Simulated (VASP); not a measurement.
# Ga3Sb (I4/mmm) in VASP: notebook

Runs on Ga3Sb. Level: PBE+D3(BJ). Tasks: single point.

All numbers are computed with VASP 6.6.1; they aren't measurements. Logs are shortened: lines on timing, memory, paths and dates and some standing lists are left out, and cuts for length are marked.

### 1 The cell of the first run

It takes space group I4/mmm (No. 139, tetragonal). Conventional cell: a = 4.644 Å, b = 4.644 Å, c = 7.125 Å, α = 90.00°, β = 90.00°, γ = 90.00°. Within 3.9 Å of Ga (site symmetry -4m2) lie 10 Ga at 2.93 to 3.56 Å and 4 Sb at 2.93 Å. Within 3.9 Å of Ga (site symmetry 4/mmm) lie 8 Ga at 2.93 Å and 6 Sb at 3.28 to 3.56 Å. Sb (site symmetry 4/mmm) has 14 Ga at 2.93 to 3.56 Å within 3.9 Å.

### 2 Single point, PBE+D3(BJ) (19.21 Å³/atom)

Input file INCAR:

```
SYSTEM = Ga3Sb
ALGO = Fast
EDIFF = 1E-6
ENCUT = 520
GGA = PE
ISIF = 2
ISMEAR = 0
IVDW = 12
LASPH = .True.
LCHARG = .False.
LREAL = .False.
LWAVE = .False.
NBANDS = 30
NELM = 80
PREC = Accurate
SIGMA = 0.15
```

Input file KPOINTS:

```
k-points
0
Gamma
  14 14 14
  0 0 0
```

Input file POSCAR:

```
Ga3Sb
1.0
   -2.3220240998      2.3220240998      3.5624493739
    2.3220240998     -2.3220240998      3.5624493739
    2.3220240998      2.3220240998     -3.5624493739
Ga Sb
3 1
Direct
    0.7500000000      0.2500000000      0.5000000000
    0.2500000000      0.7500000000      0.5000000000
    0.5000000000      0.5000000000      0.0000000000
    0.0000000000      0.0000000000      0.0000000000
```

Potentials or basis: VASP PAW PBE potentials, release 64 (Ga_d, Sb).

Run with:

```
$ cat potpaw_PBE.64/Ga_d/POTCAR potpaw_PBE.64/Sb/POTCAR > POTCAR
$ mpirun -np 1 vasp_std > vasp.out
```

OUTCAR:

```text
SYSTEM = Ga3Sb
   EDIFF = 1E-6
   ENCUT = 520
   GGA = PE
   ISIF = 2
   ISMEAR = 0
   IVDW = 12
   LASPH = .True.
   LREAL = .False.
   NELM = 80
   PREC = Accurate
 IVDW          = 12

 ion  position               nearest neighbor table
   1  0.750  0.250  0.500-   4 2.93   4 2.93   4 2.93   4 2.93
   2  0.250  0.750  0.500-   4 2.93   4 2.93   4 2.93   4 2.93
   3  0.500  0.500  0.000-   4 3.28   4 3.28   4 3.28   4 3.28
   4  0.000  0.000  0.000-   1 2.93   2 2.93   1 2.93   2 2.93   1 2.93   2 2.93   1 2.93   2 2.93
                             3 3.28   3 3.28   3 3.28   3 3.28

  LATTYP: Found a body centered tetragonal cell.
 ALAT       =     4.6440481996
 C/A-ratio  =     1.5342000000

  Lattice vectors:

 A1 = (  -2.3220240998,   2.3220240998,   3.5624493739)
 A2 = (   2.3220240998,  -2.3220240998,   3.5624493739)
 A3 = (   2.3220240998,   2.3220240998,  -3.5624493739)

Analysis of symmetry for initial positions (statically):
=====================================================================
 Subroutine PRICEL returns:
 Original cell was already a primitive cell.

 Routine SETGRP: Setting up the symmetry group for a
 body centered tetragonal supercell.

 Subroutine GETGRP returns: Found 16 space group operations
 (whereof 16 operations were pure point group operations)
 out of a pool of 16 trial point group operations.

The static configuration has the point symmetry D_4h.

Analysis of symmetry for dynamics (positions and initial velocities):
=====================================================================
 Subroutine PRICEL returns:
 Original cell was already a primitive cell.

 Routine SETGRP: Setting up the symmetry group for a
 body centered tetragonal supercell.

 Subroutine GETGRP returns: Found 16 space group operations
 (whereof 16 operations were pure point group operations)
 out of a pool of 16 trial point group operations.

The dynamic configuration has the point symmetry D_4h.

 Subroutine INISYM returns: Found 16 space group operations
 (whereof 16 operations are pure point group operations),
 and found     1 'primitive' translations

----------------------------------------------------------------------------------------

                                     Primitive cell

  volume of cell :      76.8320

  direct lattice vectors                    reciprocal lattice vectors
    -2.322024100  2.322024100  3.562449374     0.000000000  0.215329376  0.140352872
     2.322024100 -2.322024100  3.562449374     0.215329376  0.000000000  0.140352872
     2.322024100  2.322024100 -3.562449374     0.215329376  0.215329376  0.000000000

  length of vectors
     4.845063197  4.845063197  4.845063197     0.257032427  0.257032427  0.304521724

  position of ions in fractional coordinates (direct lattice)
     0.750000000  0.250000000  0.500000000
     0.250000000  0.750000000  0.500000000
     0.500000000  0.500000000  0.000000000
     0.000000000  0.000000000  0.000000000

  ion indices of the primitive-cell ions
   primitive index   ion index
                 1           1
                 2           2
                 3           3
                 4           4

----------------------------------------------------------------------------------------

 KPOINTS: k-points

Automatic generation of k-mesh.
 Grid dimensions read from file:
 generate k-points for:   14   14   14

 Generating k-lattice:

  Cartesian coordinates                     Fractional coordinates (reciprocal lattice)
     0.000000000  0.015380670  0.010025205     0.071428571  0.000000000  0.000000000
     0.015380670  0.000000000  0.010025205     0.000000000  0.071428571  0.000000000
     0.015380670  0.015380670  0.000000000     0.000000000  0.000000000  0.071428571

  Length of vectors
     0.018359459  0.018359459  0.021751552

  Shift w.r.t. Gamma in fractional coordinates (k-lattice)
     0.000000000  0.000000000  0.000000000

 Subroutine IBZKPT returns following result:
 ===========================================

 Found    244 irreducible k-points:

 Following reciprocal coordinates:
            Coordinates               Weight
  0.000000  0.000000  0.000000      1.000000
  0.071429 -0.000000  0.000000      8.000000
  0.142857 -0.000000  0.000000      8.000000
  0.214286  0.000000  0.000000      8.000000
  0.285714  0.000000  0.000000      8.000000
  0.357143 -0.000000  0.000000      8.000000
[... 16 lines left out ...]
  0.214286  0.142857  0.000000     16.000000
  0.285714  0.142857  0.000000     16.000000
 [... further k-points ...]
   k-points           NKPTS =    244   k-points in BZ     NKDIM =    244   number of bands    NBANDS=     30
   number of dos      NEDOS =    301   number of ions     NIONS =      4
   total plane-waves  NPLWV =  46656
   dimension x,y,z NGX =    36 NGY =   36 NGZ =   36
   dimension x,y,z NGXF=    72 NGYF=   72 NGZF=   72
   ions per type =               3   1
   NGX,Y,Z   is equivalent  to a cutoff of  12.35, 12.35, 12.35 a.u.
   NGXF,Y,Z  is equivalent  to a cutoff of  24.70, 24.70, 24.70 a.u.
 SYSTEM =  Ga3Sb
   PREC   = accura    normal or accurate (medium, high low for compatibility)
   ISTART =      0    job   : 0-new  1-cont  2-samecut
   ICHARG =      2    charge: 1-file 2-atom 10-const
   ISPIN  =      1    spin polarized calculation?
   LNONCOLLINEAR =      F non collinear calculations
   LSORBIT =      F    spin-orbit coupling
   LASPH  =      T    aspherical Exc in radial PAW
   ENCUT  =  520.0 eV  38.22 Ry    6.18 a.u.   9.01  9.01  9.01*2*pi/ulx,y,z
   NELM   =     80;   NELMIN=  2; NELMDL= -5     # of ELM steps
   EDIFF  = 0.1E-05   stopping-criterion for ELM
   LREAL  =      F    real-space projection
   EDIFFG = 0.1E-04   stopping-criterion for IOM
   NSW    =      0    number of steps for IOM
   IBRION =     -1    ionic relax: 0-MD 1-quasi-New 2-CG
   NFREE  =      0    steps in history (QN), initial steepest desc. (CG)
   ISIF   =      2    stress and relaxation
   ISYM   =      2    0-nonsym 1-usesym 2-fastsym
   POTIM  = 0.5000    time-step for ionic-motion
   TEBEG  =    0.0;   TEEND  =   0.0 temperature during run
   PSTRESS=    0.0 pullay stress
   NELECT =      44.0000    total number of electrons
   NUPDOWN=      -1.0000    fix difference up-down
   EMIN   =  10.00;   EMAX   =-10.00  energy-range for DOS
   EFERMI =   0.00;   METHOD = LEGACY
   ISMEAR =     0;   SIGMA  =   0.15  broadening in eV -4-tet -1-fermi 0-gaus
   EFERMI_NEDOS =   21; number of points for ismear=-14 and -15
   IALGO  =     68    algorithm
   IMIX   =      4    mixing-type and parameters
     AMIX     =   0.40;   BMIX     =  1.00
     AMIX_MAG =   1.60;   BMIX_MAG =  1.00
  volume/ion in A,a.u.               =      19.21       129.62
  Fermi-wavevector in a.u.,A,eV,Ry     =   1.359497  2.569077 25.146735  1.848233
  Thomas-Fermi vector in A             =   2.486240
   LORBIT       =      0    0 simple, 1 ext, 2 COOP (PROOUT), +10 PAW based schemes
   GGA     = PE    functional components
   LHFCALC =     F    Hartree Fock is set to
   AEXX    =    0.0000 exact exchange contribution
   IVDW    =    12    specifies the selected vdW correction
   LEPSILON=     F    determine dielectric tensor
   LRPA    =     F    only Hartree local field effects (RPA)
 non-spin polarized calculation
 RMM-DIIS sequential band-by-band and
 Gauss-broadening in eV      SIGMA  =   0.15
  energy-cutoff  :      520.00
  volume of cell :       76.83
 maximum number of plane-waves:      2102
   NGX = 19   NGY = 19   NGZ = 19

 number of electron      44.0000010 magnetization

 Free energy of the ion-electron system (eV)
  ---------------------------------------------------
  ext. energy  EPLUGINS =         0.00000000
  ---------------------------------------------------
  free energy    TOTEN  =       -12.28763926 eV

  energy without entropy =      -12.26768682  energy(sigma->0) =      -12.27766304

 E-fermi :   7.4910     XC(G=0): -11.1649

 val. band max:        7.4909490974   @ k =  -0.2857   0.2857   0.2857
 cond. band min:       7.4999253650   @ k =  -0.2857  -0.3571   0.0714
 fundamental gap:      0.0089762676
 Fermi energy:         7.4910476376

 k-point     1 :       0.0000    0.0000    0.0000
  band No.  band energies     occupation
      1      -7.5867      2.00000
      2      -7.5712      2.00000
      3      -7.5347      2.00000
      4      -7.5233      2.00000
      5      -7.5233      2.00000
      6      -7.5201      2.00000
[... 22 lines left out ...]
     29      12.1809      0.00000
     30      12.7319      0.00000

 k-point     2 :       0.0714   -0.0000    0.0000
  band No.  band energies     occupation
      1      -7.5845      2.00000
      2      -7.5696      2.00000
      3      -7.5439      2.00000
      4      -7.5329      2.00000
      5      -7.5289      2.00000
      6      -7.5115      2.00000
[... 22 lines left out ...]
     29      12.4506      0.00000
     30      13.0139      0.00000

 k-point     3 :       0.1429   -0.0000    0.0000
  band No.  band energies     occupation
      1      -7.5781      2.00000
      2      -7.5669      2.00000
      3      -7.5542      2.00000
      4      -7.5432      2.00000
      5      -7.5347      2.00000
      6      -7.5014      2.00000
[... 22 lines left out ...]
     29      13.1547      0.00000
     30      13.7415      0.00000

 k-point     4 :       0.2143    0.0000    0.0000
  band No.  band energies     occupation
      1      -7.5698      2.00000
      2      -7.5692      2.00000
      3      -7.5527      2.00000
      4      -7.5507      2.00000
      5      -7.5377      2.00000
      6      -7.4911      2.00000
[... 22 lines left out ...]
     29      14.1304      0.00000
     30      14.7396      0.00000

 k-point     5 :       0.2857    0.0000    0.0000
  band No.  band energies     occupation
      1      -7.5707      2.00000
      2      -7.5669      2.00000
      3      -7.5513      2.00000
      4      -7.5463      2.00000
      5      -7.5317      2.00000
      6      -7.4815      2.00000
[... 22 lines left out ...]
     29      14.2555      0.00000
     30      15.2956      0.00000
[... 526 lines left out ...]
     29      12.3926      0.00000
     30      13.3962      0.00000

 k-point    22 :       0.1429    0.1429    0.0000
  band No.  band energies     occupation
      1      -7.5852      2.00000
      2      -7.5642      2.00000
      3      -7.5525      2.00000
      4      -7.5512      2.00000
      5      -7.5249      2.00000
      6      -7.5099      2.00000
[... 22 lines left out ...]
     29      13.4321      0.00000
     30      14.6120      0.00000

 k-point    23 :       0.2143    0.1429    0.0000
  band No.  band energies     occupation
      1      -7.5920      2.00000
      2      -7.5547      2.00000
      3      -7.5520      2.00000
      4      -7.5450      2.00000
      5      -7.5307      2.00000
      6      -7.4970      2.00000
[... 22 lines left out ...]
     29      13.2177      0.00000
     30      14.2191      0.00000

 k-point    24 :       0.2857    0.1429    0.0000
  band No.  band energies     occupation
      1      -7.5937      2.00000
      2      -7.5533      2.00000
      3      -7.5445      2.00000
      4      -7.5408      2.00000
      5      -7.5261      2.00000
      6      -7.4820      2.00000
[... 22 lines left out ...]
     29      13.7739      0.00000
     30      15.2970      0.00000

 [... further k-points ...]

------------------------ aborting loop because EDIFF is reached ----------------------------------------

 Edisp (eV)   -1.55532

 E8    (eV) :    -0.7223

  FORCE on cell =-STRESS in cart. coord.  units (eV):
  Direction    XX          YY          ZZ          XY          YZ          ZX
  --------------------------------------------------------------------------------------
  -------------------------------------------------------------------------------------
  Total       2.22234     2.22234     2.58908     0.00000     0.00000     0.00000
  in kB      46.34241    46.34241    53.99006     0.00000     0.00000     0.00000
  external pressure =       48.89 kB  Pullay stress =        0.00 kB

 VOLUME and BASIS-vectors are now :
 -----------------------------------------------------------------------------
  energy-cutoff  :      520.00
  volume of cell :       76.83
      direct lattice vectors                 reciprocal lattice vectors
    -2.322024100  2.322024100  3.562449374     0.000000000  0.215329376  0.140352872
     2.322024100 -2.322024100  3.562449374     0.215329376  0.000000000  0.140352872
     2.322024100  2.322024100 -3.562449374     0.215329376  0.215329376  0.000000000

 POSITION                                       TOTAL-FORCE (eV/Angst)
 -----------------------------------------------------------------------------------
      0.00000      2.32202      1.78122        -0.000000     -0.000000     -0.000000
      2.32202      0.00000      1.78122         0.000000      0.000000      0.000000
      0.00000      0.00000      3.56245        -0.000000      0.000000      0.000000
      0.00000      0.00000      0.00000        -0.000000      0.000000      0.000000
 -----------------------------------------------------------------------------------
    total drift:                                0.000000      0.000000      0.000000

  FREE ENERGIE OF THE ION-ELECTRON SYSTEM (eV)
  ---------------------------------------------------
  free  energy   TOTEN  =       -13.8429601009 eV

  energy  without entropy=      -13.8230076674  energy(sigma->0) =      -13.83298388
```

Run time: 3.9 min. Hardware: 1 thread of Intel Xeon 6975P-C (Granite Rapids), shared host; peak memory 0.57 GiB.

Results:

```yaml
Free_energy: -13.8430 eV
Pressure: 4.9 GPa
Band_gap_on_the_k_mesh: zero (bands 22 and 23 overlap by 5.07 eV)
Dispersion_energy_per_atom: -0.389 eV
```

Caveat: the cell stands under pressure; spin-orbit coupling is left out, which moves the levels of the heavy elements.

(Continued in part 2 of 2.)
